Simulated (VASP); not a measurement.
Write the native input for VASP 6.6.1 that does the following.

```
Task                   : relaxation of cell and atoms
Functional             : PBE
Potentials or basis    : VASP PAW PBE potentials, release 64 (C, O)
Cutoff                 : 600 eV
k mesh                 : 12 × 12 × 12
Occupations            : gaussian, width 0.05 eV
Spin                   : no spin polarisation
Dipole correction      : no
Further INCAR settings : ALGO = Normal; EDIFF = 1e-06; IBRION = 2; EDIFFG = -0.01; NSW = 80; ISIF = 3
```

The structure of CO2 lies in POSCAR:

```
CO2
1.0
   -1.7818000433      1.7818000433      2.9690313015
    1.7818000433     -1.7818000433      2.9690313015
    1.7818000433      1.7818000433     -2.9690313015
C O
2 4
Direct
    0.0000000000      0.0000000000      0.0000000000
    0.7500000000      0.2500000000      0.5000000000
    0.3750000000      0.3390000000      0.4640000000
    0.6610000000      0.1250000000      0.0360000000
    0.8750000000      0.9110000000      0.5360000000
    0.0890000000      0.6250000000      0.9640000000
```

One way to write it, as run:

INCAR

```
SYSTEM = CO2
ALGO = Normal ; EDIFF = 1E-6
EDIFFG = -0.01 ; ENCUT = 600
GGA = PE ; IBRION = 2
ISIF = 3 ; ISMEAR = 0
LASPH = .TRUE. ; LCHARG = .FALSE.
LREAL = .FALSE. ; LWAVE = .FALSE.
NELM = 80 ; NSW = 80
PREC = Accurate ; SIGMA = 0.05
```

KPOINTS

```
k-points
0
G
  12 12 12
  0 0 0
```

Potentials or basis: VASP PAW PBE potentials, release 64 (C, O).

Run with:

```console
$ cat potpaw_PBE.64/C/POTCAR potpaw_PBE.64/O/POTCAR > POTCAR
$ mpirun -np 1 vasp_std > vasp.out
```

Results of the run:

```
Relaxed volume                        : 7.87 Å³/atom
Relaxed cell                          : a = 4.104 Å, b = 4.104 Å, c = 4.104 Å, α = 122.14°, β = 122.14°, γ = 86.34°
Space group after relaxing (to 0.1 Å) : I-42d (No. 122)
Energy gained by relaxing             : 211.2 meV/atom
Ionic steps                           : 17
Pressure after relaxing               : 0.1 GPa
Band gap on the k mesh                : 7.62 eV (least direct gap 8.05 eV)
```

Caveat: the volume moved by over 15 % at a fixed basis, so the end points are rough.

It took 7.6 min on 1 thread of Intel(R) Xeon(R) 6975P-C (Granite Rapids), with other jobs on the host, peak memory 0.26 GiB.
